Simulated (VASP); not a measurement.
Set up this calculation in VASP 6.6.1, as the native input.

| Item | Value |
| --- | --- |
| Task | relaxation of cell and atoms |
| Functional | LDA |
| Potentials or basis | VASP PAW LDA potentials, release 64 (Pb_d, O) |
| Cutoff | 600 eV |
| k mesh | 4 × 4 × 6 |
| Occupations | fermi-dirac, width 0.02 eV |
| Spin | no spin polarisation |
| Dipole correction | no |
| Further INCAR settings | ALGO = Normal; EDIFF = 1e-06; IBRION = 2; EDIFFG = -0.005; NSW = 80; ISIF = 3 |

The structure of PbO2 lies in POSCAR:

```
PbO2
1.0
    5.0819121967      0.0000000000      0.0000000000
    0.0000000000      5.0819121967      0.0000000000
    0.0000000000      0.0000000000      3.4416552940
Pb O
2 4
Direct
    0.0000000000      0.0000000000      0.0000000000
    0.5000000000      0.5000000000      0.5000000000
    0.3079834378      0.3079834378      0.0000000000
    0.1920165622      0.8079834378      0.5000000000
    0.6920165622      0.6920165622      0.0000000000
    0.8079834378      0.1920165622      0.5000000000
```

One way to write it, as run:

INCAR

```
PREC = Accurate ; ENCUT = 600
EDIFF = 1E-6 ; ISMEAR = -1
SIGMA = 0.02 ; LREAL = False
LASPH = True ; NELM = 100
ALGO = Normal ; ISIF = 3
LWAVE = False ; LCHARG = False
IBRION = 2 ; NSW = 80
EDIFFG = -0.005
```

KPOINTS

```
regular mesh
0
Gamma
  4 4 6
```

Potentials or basis: VASP PAW LDA potentials, release 64 (Pb_d, O).

Launch:

```sh
$ cat potpaw_LDA.64/Pb_d/POTCAR potpaw_LDA.64/O/POTCAR > POTCAR
$ mpirun -np 1 vasp_std > vasp.out
```

Results of the run:

| Property | Result |
| --- | --- |
| Relaxed volume | 13.79 Å³/atom |
| Relaxed cell | a = 4.936 Å, b = 4.936 Å, c = 3.396 Å, α = 90.00°, β = 90.00°, γ = 90.00° |
| Space group after relaxing (to 0.1 Å) | P4_2/mnm (No. 136) |
| Energy gained by relaxing | 29.8 meV/atom |
| Ionic steps | 11 |
| Pressure after relaxing | 0.0 GPa |
| Largest force after relaxing | 0.004 eV/Å |
| Band gap on the k mesh | 0.19 eV (least direct gap 0.70 eV) |

Caveat: spin-orbit coupling is left out, which moves the levels of the heavy elements.

Run time: 4.9 min on 1 thread of AMD EPYC 7R13 Processor (Zen 3), with other jobs on the host, peak memory 0.2 GiB.
